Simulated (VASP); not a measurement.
# TiO2 (P1) in VASP: a series of runs, part 2 of 2

VASP 6.6.1. Earlier steps stand in the parts before.

## (3) Single point, PBEsol

INCAR reads:

```
SYSTEM = TiO2
PREC = Accurate ; ENCUT = 520
EDIFF = 1E-6 ; ISMEAR = 0
SIGMA = 0.01 ; LREAL = .False.
LASPH = .True. ; NELM = 60
ALGO = Normal ; ISIF = 2
LWAVE = .False. ; LCHARG = .False.
GGA = PS ; NBANDS = 33
```

KPOINTS reads:

```
regular mesh
0
Gamma
  6 6 4
  0 0 0
```

POSCAR reads:

```
TiO2
1.0
    2.7060340000     -2.7066550000      0.0000000000
    2.7060340000      2.7066550000      0.0000000000
   -2.6335310000      0.0000000000      4.7966370000
Ti O
2 4
Direct
    0.1341100000      0.8658900000      0.2500000000
    0.8658900000      0.1341100000      0.7500000000
    0.3312210000      0.0887550000      0.6671490000
    0.6687790000      0.9112450000      0.3328510000
    0.9130922986      0.6669317014      0.8328510000
    0.0887550000      0.3312210000      0.1671490000
```

Potentials or basis: VASP PAW PBE potentials, release 64 (Ti_sv, O).

The run is started by

```
> cat potpaw_PBE.64/Ti_sv/POTCAR potpaw_PBE.64/O/POTCAR > POTCAR
> mpirun -np 1 vasp_std > vasp.out
```

OUTCAR:

```text
SYSTEM = TiO2
   PREC = Accurate
   ENCUT = 520
   EDIFF = 1E-6
   ISMEAR = 0
   LREAL = .False.
   LASPH = .True.
   NELM = 60
   ISIF = 2
   GGA = PS

 ion  position               nearest neighbor table
   1  0.134  0.866  0.250-   4 1.93   6 1.93   6 1.98   4 1.98   5 2.00   3 2.00
   2  0.866  0.134  0.750-   5 1.93   3 1.93   3 1.98   5 1.98   6 2.00   4 2.00
   3  0.331  0.089  0.667-   2 1.93   2 1.98   1 2.00
   4  0.669  0.911  0.333-   1 1.93   1 1.98   2 2.00
   5  0.913  0.667  0.833-   2 1.93   2 1.98   1 2.00
   6  0.089  0.331  0.167-   1 1.93   1 1.98   2 2.00

  LATTYP: Found a base centered monoclinic cell.
 ALAT       =     5.4120680000
 B/A-ratio  =     1.0002294871
 C/A-ratio  =     1.0110809974
 COS(beta)  =    -0.4812705001

  Lattice vectors:

 A1 = (   2.7060340000,  -2.7066550000,   0.0000000000)
 A2 = (   2.7060340000,   2.7066550000,   0.0000000000)
 A3 = (  -2.6335310000,   0.0000000000,   4.7966370000)

Analysis of symmetry for initial positions (statically):
=====================================================================
 Subroutine PRICEL returns:
 Original cell was already a primitive cell.

 Routine SETGRP: Setting up the symmetry group for a
 base centered monoclinic supercell.

 Subroutine GETGRP returns: Found  1 space group operations
 (whereof  1 operations were pure point group operations)
 out of a pool of  4 trial point group operations.

The static configuration has the point symmetry C_1 .

Analysis of symmetry for dynamics (positions and initial velocities):
=====================================================================
 Subroutine PRICEL returns:
 Original cell was already a primitive cell.

[... 131 lines left out ...]
   EFERMI_NEDOS =   21; number of points for ismear=-14 and -15
   IALGO  =     38    algorithm
   IMIX   =      4    mixing-type and parameters
     AMIX     =   0.40;   BMIX     =  1.00
     AMIX_MAG =   1.60;   BMIX_MAG =  1.00
  volume/ion in A,a.u.               =      11.71        79.03
  Fermi-wavevector in a.u.,A,eV,Ry     =   1.441820  2.724644 28.284385  2.078844
  Thomas-Fermi vector in A             =   2.560409
   LORBIT       =      0    0 simple, 1 ext, 2 COOP (PROOUT), +10 PAW based schemes
   GGA     = PS    functional components
   LHFCALC =     F    Hartree Fock is set to
   AEXX    =    0.0000 exact exchange contribution
   IVDW    =     0    specifies the selected vdW correction
   LEPSILON=     F    determine dielectric tensor
   LRPA    =     F    only Hartree local field effects (RPA)
 non-spin polarized calculation
 Gauss-broadening in eV      SIGMA  =   0.01
  energy-cutoff  :      520.00
  volume of cell :       70.26
 maximum number of plane-waves:      1908
   NGX = 15   NGY = 15   NGZ = 21

 number of electron      47.9999994 magnetization

 Free energy of the ion-electron system (eV)
  ---------------------------------------------------
  ext. energy  EPLUGINS =         0.00000000
  ---------------------------------------------------
  free energy    TOTEN  =       -56.16266802 eV

  energy without entropy =      -56.16266802  energy(sigma->0) =      -56.16266802

 E-fermi :   3.0339     XC(G=0): -10.8609

 val. band max:        2.9885838740   @ k =   0.5000   0.5000   0.0000
 cond. band min:       4.9971871413   @ k =   0.0000   0.0000   0.0000
 fundamental gap:      2.0086032673
 Fermi energy:         3.0338996162

 k-point     1 :       0.0000    0.0000    0.0000
  band No.  band energies     occupation
      1     -53.2506      2.00000
      2     -53.1961      2.00000
      3     -29.7933      2.00000
      4     -29.5723      2.00000
      5     -29.5716      2.00000
      6     -29.5094      2.00000
[... 853 lines left out ...]
     32       8.7417      0.00000
     33       8.9336      0.00000

 [... further k-points ...]

------------------------ aborting loop because EDIFF is reached ----------------------------------------

  FORCE on cell =-STRESS in cart. coord.  units (eV):
  Direction    XX          YY          ZZ          XY          YZ          ZX
  --------------------------------------------------------------------------------------
  -------------------------------------------------------------------------------------
  Total       -3.0681724     -3.0743319     -2.9440578      0.0125500     -0.0384283     -0.1977248
  in kB      -69.9612157    -70.1016658    -67.1311237      0.2861687     -0.8762523     -4.5085687
  external PRESSURE =     -69.0646684 kB  Pullay stress =       0.0000000 kB

 VOLUME and BASIS-vectors are now :
 -----------------------------------------------------------------------------
  energy-cutoff  :      520.00
  volume of cell :       70.26
      direct lattice vectors                 reciprocal lattice vectors
     2.706034000 -2.706655000  0.000000000     0.184772253 -0.184729860  0.101446796
     2.706034000  2.706655000  0.000000000     0.184772253  0.184729860  0.101446796
    -2.633531000  0.000000000  4.796637000     0.000000000  0.000000000  0.208479399

 POSITION                                       TOTAL-FORCE (eV/Angst)
 -----------------------------------------------------------------------------------
      2.04765      1.98068      1.19916        -0.000416      0.053333      0.003963
      0.73089     -1.98068      3.59748        -0.001225     -0.068041      0.000609
     -0.62049     -0.65627      3.20007         0.007714     -0.067497     -0.210761
      3.39903      0.65627      1.59657        -0.007922      0.030970      0.210044
      2.08226     -0.66627      3.99488         0.034369      0.043199      0.207221
      0.69628      0.65627      0.80175        -0.032519      0.008036     -0.211076
 -----------------------------------------------------------------------------------
    total drift:                               -0.000210      0.000049     -0.000105

  FREE ENERGIE OF THE ION-ELECTRON SYSTEM (eV)
  ---------------------------------------------------
  free  energy   TOTEN  =       -56.1626680196 eV

  energy  without entropy=      -56.1626680196  energy(sigma->0) =      -56.16266802
```

OSZICAR:

```text
N       E                     dE             d eps       ncg     rms          rms(c)
DAV:   1     0.664347927283E+03    0.66435E+03   -0.24407E+04  5016   0.169E+03
DAV:   2     0.328548187446E+02   -0.63149E+03   -0.58667E+03  5415   0.514E+02
DAV:   3    -0.664293141140E+02   -0.99284E+02   -0.97535E+02  6964   0.191E+02
DAV:   4    -0.724373080932E+02   -0.60080E+01   -0.59959E+01  7736   0.447E+01
DAV:   5    -0.727021709968E+02   -0.26486E+00   -0.26483E+00  6442   0.691E+00    0.309E+01
DAV:   6    -0.565395376005E+02    0.16163E+02   -0.75538E+01  7067   0.864E+01    0.112E+01
DAV:   7    -0.564659227426E+02    0.73615E-01   -0.14752E+01  6799   0.322E+01    0.922E+00
DAV:   8    -0.562396028369E+02    0.22632E+00   -0.59305E-01  6623   0.707E+00    0.594E+00
DAV:   9    -0.562042164917E+02    0.35386E-01   -0.69015E-01  6955   0.909E+00    0.208E+00
DAV:  10    -0.561761531185E+02    0.28063E-01   -0.31009E-01  6989   0.546E+00    0.102E+00
DAV:  11    -0.561633179261E+02    0.12835E-01   -0.52867E-02  6556   0.147E+00    0.423E-01
DAV:  12    -0.561628976865E+02    0.42024E-03   -0.60741E-03  5977   0.933E-01    0.122E-01
DAV:  13    -0.561627071718E+02    0.19051E-03   -0.50465E-04  6756   0.237E-01    0.497E-02
DAV:  14    -0.561626726839E+02    0.34488E-04   -0.25717E-04  6831   0.199E-01    0.282E-02
DAV:  15    -0.561626673993E+02    0.52846E-05   -0.41725E-05  6828   0.671E-02    0.539E-03
DAV:  16    -0.561626680196E+02   -0.62029E-06   -0.29750E-06  5836   0.135E-02
   1 F= -.56162668E+02 E0= -.56162668E+02  d E =-.472883E-13
```

It took 2.2 min on 1 thread of Intel Xeon Platinum 8488C (Sapphire Rapids), shared host; peak memory 0.26 GiB.

Results:

```
Free energy            : -56.1627 eV
Pressure               : -6.9 GPa
Largest force          : 0.221 eV/Å
Band gap on the k mesh : 2.01 eV (least direct gap 2.34 eV)
```

Forces in eV/Å, atoms in the order of the input:
```
Ti   0.000  0.053  0.004
Ti  -0.001 -0.068  0.001
O    0.008 -0.067 -0.211
O   -0.008  0.031  0.210
O    0.034  0.043  0.207
O   -0.033  0.008 -0.211
```

Levels at points of the mesh, in eV from the valence-band top:
| k point | band 20 | band 21 | band 22 | band 23 | band 24 | band 25 | band 26 | band 27 | band 28 | band 29 |
| --- | --- | --- | --- | --- | --- | --- | --- | --- | --- | --- |
| (0.00, 0.00, 0.00) | -0.79 | -0.77 | -0.73 | -0.45 | -0.44 | 2.01 | 2.74 | 3.78 | 3.79 | 3.84 |
| (0.50, 0.00, 0.00) | -1.97 | -1.87 | -0.91 | -0.87 | -0.62 | 3.17 | 3.32 | 3.36 | 3.60 | 4.09 |
| (0.00, 0.50, 0.00) | -1.97 | -1.88 | -0.91 | -0.87 | -0.62 | 3.17 | 3.32 | 3.36 | 3.59 | 4.09 |
| (0.50, 0.50, 0.00) | -2.44 | -2.18 | -1.89 | -0.02 | 0.00 | 3.19 | 3.23 | 3.50 | 3.84 | 4.68 |
| (0.00, 0.00, 0.50) | -1.34 | -1.25 | -1.25 | -0.13 | -0.13 | 2.36 | 2.36 | 3.61 | 3.61 | 4.04 |
| (0.50, 0.00, 0.50) | -1.91 | -1.87 | -0.90 | -0.87 | -0.63 | 3.02 | 3.43 | 3.46 | 3.49 | 4.17 |
| (0.00, 0.50, 0.50) | -1.91 | -1.87 | -0.90 | -0.87 | -0.62 | 3.02 | 3.44 | 3.45 | 3.48 | 4.17 |
| (0.50, 0.50, 0.50) | -2.57 | -2.03 | -2.03 | -0.02 | -0.02 | 3.21 | 3.22 | 3.67 | 3.67 | 4.70 |

Caveat: the cell stands under tension; the PAW data sets were made with another functional, which shifts forces and pressure a little.

## (4) Single point, PBEsol

INCAR reads:

```
SYSTEM = TiO2
  ALGO = Normal
  EDIFF = 1E-6
  ENCUT = 520
  GGA = PS
  ISIF = 2
  ISMEAR = 0
  LASPH = .TRUE.
  LCHARG = .FALSE.
  LREAL = .FALSE.
  LWAVE = .FALSE.
  NBANDS = 33
  NELM = 100
  PREC = Accurate
  SIGMA = 0.01
```

KPOINTS reads:

```
k-points
0
G
  6 6 4
  0 0 0
```

POSCAR: that of step 3 with these lines changed.

```diff
@@ -12,3 +12,3 @@
     0.6687790000      0.9112450000      0.3328510000
-    0.9130922986      0.6669317014      0.8328510000
+    0.9093977014      0.6706262986      0.8328510000
     0.0887550000      0.3312210000      0.1671490000
```

The run is started by

```
> cat potpaw_PBE.64/Ti_sv/POTCAR potpaw_PBE.64/O/POTCAR > POTCAR
> mpirun -np 1 vasp_std > vasp.out
```

Run time: 2 min. Hardware: 1 thread of Intel Xeon Platinum 8488C (Sapphire Rapids), shared host; peak memory 0.26 GiB.

Results (log left out):

* Free energy: -56.1619 eV
* Pressure: -7.0 GPa
* Largest force: 0.251 eV/Å
* Band gap on the k mesh: 2.01 eV (least direct gap 2.33 eV)

Forces on the atoms (eV/Å):
```
Ti   0.000  0.068 -0.003
Ti   0.001 -0.054 -0.001
O    0.008 -0.006 -0.213
O   -0.008  0.042  0.213
O   -0.050 -0.116  0.216
O    0.048  0.065 -0.212
```

Stress tensor (GPa, compression positive):
```
-7.03 -0.02 -0.23
-0.02 -7.09  0.09
-0.23  0.09 -6.76
```

Levels at points of the mesh, in eV from the valence-band top:
| k point | band 21 | band 22 | band 23 | band 24 | band 25 | band 26 | band 27 | band 28 |
| --- | --- | --- | --- | --- | --- | --- | --- | --- |
| (0.00, 0.00, 0.00) | -0.76 | -0.71 | -0.44 | -0.43 | 2.01 | 2.74 | 3.78 | 3.79 |
| (0.50, 0.00, 0.00) | -1.88 | -0.91 | -0.87 | -0.62 | 3.17 | 3.33 | 3.36 | 3.60 |
| (0.00, 0.50, 0.00) | -1.87 | -0.91 | -0.87 | -0.61 | 3.17 | 3.33 | 3.35 | 3.61 |
| (0.50, 0.50, 0.00) | -2.19 | -1.86 | -0.01 | 0.00 | 3.19 | 3.23 | 3.49 | 3.85 |
| (0.00, 0.00, 0.50) | -1.25 | -1.24 | -0.12 | -0.12 | 2.36 | 2.36 | 3.61 | 3.61 |
| (0.50, 0.00, 0.50) | -1.87 | -0.89 | -0.87 | -0.61 | 3.03 | 3.43 | 3.45 | 3.48 |
| (0.00, 0.50, 0.50) | -1.87 | -0.89 | -0.87 | -0.62 | 3.03 | 3.43 | 3.45 | 3.49 |
| (0.50, 0.50, 0.50) | -2.03 | -2.03 | -0.02 | -0.02 | 3.21 | 3.22 | 3.68 | 3.68 |

Caveat: the cell stands under tension; the PAW data sets were made with another functional, which shifts forces and pressure a little.

## (5) Single point, PBEsol

INCAR reads:

```
SYSTEM = TiO2
PREC = Accurate
ENCUT = 520
EDIFF = 1E-7
ISMEAR = 0
SIGMA = 0.01
LREAL = .False.
LASPH = .True.
NELM = 60
ALGO = Normal
ISIF = 2
LWAVE = .False.
LCHARG = .False.
GGA = PS
NBANDS = 33
```

KPOINTS reads:

```
Automatic mesh
0
Gamma
  6 6 4
  0 0 0
```

POSCAR: that of step 4 with these lines changed.

```diff
@@ -12,3 +12,3 @@
     0.6687790000      0.9112450000      0.3328510000
-    0.9093977014      0.6706262986      0.8328510000
+    0.9075504028      0.6724735972      0.8328510000
     0.0887550000      0.3312210000      0.1671490000
```

The run is started by

```
> cat potpaw_PBE.64/Ti_sv/POTCAR potpaw_PBE.64/O/POTCAR > POTCAR
> mpirun -np 1 vasp_std > vasp.out
```

It took 2.4 min on 1 thread of Intel Xeon Platinum 8488C (Sapphire Rapids), shared host; peak memory 0.26 GiB.

It converged, with:

```yaml
Free_energy: -56.1604 eV
Pressure: -7.0 GPa
Largest_force: 0.309 eV/Å
Band_gap_on_the_k_mesh: 2.01 eV (least direct gap 2.33 eV)
```

Forces in eV/Å, atoms in the order of the input:
```
Ti   0.001  0.076 -0.005
Ti   0.001 -0.048 -0.003
O    0.008  0.025 -0.216
O   -0.008  0.048  0.214
O   -0.091 -0.195  0.221
O    0.089  0.094 -0.212
```

Stress tensor (GPa, compression positive):
```
-7.02 -0.04 -0.12
-0.04 -7.10  0.18
-0.12  0.18 -6.76
```

Levels at points of the mesh, in eV from the valence-band top:
```csv
k point,band 20,band 21,band 22,band 23,band 24,band 25,band 26,band 27,band 28,band 29
"(0.00, 0.00, 0.00)",-0.81,-0.76,-0.70,-0.44,-0.43,2.01,2.74,3.78,3.79,3.84
"(0.50, 0.00, 0.00)",-1.96,-1.88,-0.91,-0.87,-0.61,3.16,3.34,3.36,3.61,4.10
"(0.00, 0.50, 0.00)",-1.96,-1.86,-0.91,-0.87,-0.61,3.17,3.33,3.35,3.62,4.10
"(0.50, 0.50, 0.00)",-2.44,-2.20,-1.85,0.00,0.00,3.20,3.23,3.49,3.85,4.68
"(0.00, 0.00, 0.50)",-1.33,-1.25,-1.24,-0.12,-0.12,2.36,2.36,3.61,3.61,4.05
"(0.50, 0.00, 0.50)",-1.90,-1.87,-0.89,-0.87,-0.61,3.03,3.43,3.44,3.48,4.16
"(0.00, 0.50, 0.50)",-1.91,-1.87,-0.89,-0.87,-0.63,3.03,3.42,3.45,3.50,4.16
"(0.50, 0.50, 0.50)",-2.55,-2.03,-2.03,-0.02,-0.01,3.20,3.22,3.68,3.68,4.70
```

Caveat: the cell stands under tension; the PAW data sets were made with another functional, which shifts forces and pressure a little. A k mesh can miss the band edges.

## (6) Overview

| cell | gap on the mesh (eV) | pressure (GPa) | largest force (eV/Å) |
| --- | --- | --- | --- |
| as given, atomic positions A | 2.01 | -6.9 | 0.25 |
| as given, atomic positions B | 2.01 | -6.9 | 0.22 |
| as given, atomic positions C | 2.01 | -7.0 | 0.25 |
| as given, atomic positions D | 2.01 | -7.0 | 0.31 |

Alike in all rows: task single point; level PBEsol; potentials or basis VASP PAW PBE potentials, release 64 (Ti_sv, O); no spin polarisation; k mesh 6 × 6 × 4; cutoff (eV) 520; smearing gaussian 0.01 eV.

Caveats: the cell stands under tension; the PAW data sets were made with another functional, which shifts forces and pressure a little.

Absolute energies hang on the potentials; compare differences alone.
